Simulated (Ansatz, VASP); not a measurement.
# One calculation of Rh, two programs

```
Rh
1.0
     0.00000    1.89995    1.89995
     1.89995    0.00000    1.89995
     1.89995    1.89995    0.00000
Rh
1
Direct
  0.00000 0.00000 0.00000
```

Alike in both runs: task single point; functional r2SCAN; k mesh 18 × 18 × 18; occupations gaussian, width 0.1 eV; no spin polarisation.

|  | VASP | Ansatz |
| --- | --- | --- |
| version | VASP 6.6.1 | Ansatz 0.2.0 |
| potentials or method | VASP PAW PBE potentials, release 64 (Rh_sv_GW), cutoff 580 eV | scalar-relativistic, plane waves, PAW |
| valence electrons in the cell | 17 | 17 |

```csv
,VASP,Ansatz,Ansatz less VASP
gap on the k mesh at the Fermi level (eV),none,none,-
pressure (GPa),-1.6,0.0,+1.61
```

VASP's potentials were made for PBE, not for r2SCAN. A gap of «none» marks a metal or a gap that the smearing closes.
